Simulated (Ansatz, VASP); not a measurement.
**InSb: VASP beside Ansatz**

INCAR

```
ALGO     = Normal         # electronic algorithm
EDIFF    = 1E-7           # SCF threshold, eV
ENCUT    = 520            # plane-wave cutoff, eV
GGA      = PS             # functional
ISIF     = 2              # what is computed and relaxed
ISMEAR   = 0              # smearing method
LASPH    = True           # aspherical terms in the spheres
LCHARG   = False          # write CHGCAR
LREAL    = False          # projectors in reciprocal space
LWAVE    = False          # write WAVECAR
NBANDS   = 16             # bands
NELM     = 80             # most SCF steps
PREC     = Accurate       # precision mode
SIGMA    = 0.15           # smearing width, eV
```

KPOINTS

```
k-points
0
Gamma
  16 16 16
```

Contents of POSCAR:

```
InSb
1.0
    0.0000000000      2.9991347352      2.9991347352
    2.9991347352      0.0000000000      2.9991347352
    2.9991347352      2.9991347352      0.0000000000
In Sb
1 1
Direct
    0.0000000000      0.0000000000      0.0000000000
    0.7500000000      0.7500000000      0.7500000000
```

Input for Ansatz:

```yaml
crystal:
  lattice:
    - [0.0, 2.9991347352, 2.9991347352]
    - [2.9991347352, 0.0, 2.9991347352]
    - [2.9991347352, 2.9991347352, 0.0]
  atoms:
    - { symbol: In, position: [0.0, 0.0, 0.0] }
    - { symbol: Sb, position: [0.75, 0.75, 0.75] }
basis:
  ecutwfc: 420
kpoints:
  mp_grid: { grid: [16, 16, 16] }
hamiltonian:
  xc: pbesol
scf:
  occupations: { method: gaussian, width: 0.15 }
output:
  forces: true
  stress: true
  eigenvalues: true
```

Change from the starting cell: strain -0.080 along x and y, -0.080 along z, atoms carried along.

Alike in both runs: task single point; functional PBEsol; k mesh 16 × 16 × 16; occupations gaussian, width 0.15 eV; no spin polarisation.

```csv
,VASP,Ansatz
version,VASP 6.6.1,Ansatz 0.2.0
potentials or method,"VASP PAW PBE potentials, release 64 (In_d, Sb), cutoff 520 eV","scalar-relativistic, plane waves, PAW"
valence electrons in the cell,18,28
```

VASP gave:

| Item | Value |
| --- | --- |
| gap on the k mesh at the Fermi level (eV) | 0.71 |
| least direct gap on the mesh (eV) | 1.12 |
| pressure (GPa) | 19.5 |

**Question.** Estimate Ansatz's values.

**Answer.** gap on the k mesh at the Fermi level (eV): 0.73; least direct gap on the mesh (eV): 1.10; pressure (GPa): 19.4.

VASP's potentials were made for PBE, not for PBEsol. VASP's potentials hold 18 valence electrons a cell and Ansatz's 28, so a difference there can come from the potentials and not from the codes.

Spin-orbit coupling is off throughout.
